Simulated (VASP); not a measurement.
Write the native input for VASP 6.6.1 that does the following.

```yaml
Task: single point
Functional: PBE
Potentials_or_basis: VASP PAW PBE potentials, release 64 (Cu, Au)
Cutoff: 520 eV
k_mesh: 6 × 6 × 4
Occupations: gaussian, width 0.1 eV
Spin: collinear spin, zero start
Starting_moments: "[0.0, 0.0] μB"
Dipole_correction: no
Further_INCAR_settings: ALGO = Fast; EDIFF = 1e-07; NBANDS = 22
```

The structure of CuAu lies in POSCAR:

```
CuAu
1.0
    2.8000000000      0.0000000000      0.0000000000
    0.0000000000      2.8000000000      0.0000000000
    0.0000000000      0.0000000000      3.6700000000
Cu Au
1 1
Direct
    0.5000000000      0.5000000000      0.5000000000
    0.0000000000      0.0000000000      0.0000000000
```

The input as run:

INCAR

```
ALGO = Fast
EDIFF = 1E-7
ENCUT = 520
GGA = PE
ISIF = 2
ISMEAR = 0
ISPIN = 2
LASPH = T
LCHARG = F
LMAXMIX = 4
LORBIT = 11
LREAL = F
LWAVE = F
MAGMOM = 0 0
NBANDS = 22
NELM = 150
PREC = Accurate
SIGMA = 0.1
```

KPOINTS

```
k-points
0
Gamma
  6 6 4
```

Potentials or basis: VASP PAW PBE potentials, release 64 (Cu, Au).

The run is started by

```bash
$ cat potpaw_PBE.64/Cu/POTCAR potpaw_PBE.64/Au/POTCAR > POTCAR
$ mpirun -np 1 vasp_std > vasp.out
```

Results of the run:

```yaml
Pressure: 7.1 GPa
Band_gap_on_the_k_mesh: zero (filled and empty bands overlap)
Net_moment: 0.00 μB per cell
Valence_electrons_inside_the_program's_atomic_spheres: Cu 9.93; Au 9.75
```

Caveat: the k points lie up to 0.43 Å⁻¹ apart; spin-orbit coupling is left out, which moves the levels of the heavy elements.

It took 30 s on 1 thread of Intel(R) Xeon(R) 6975P-C (Granite Rapids), on a shared host, peak memory 0.17 GiB.
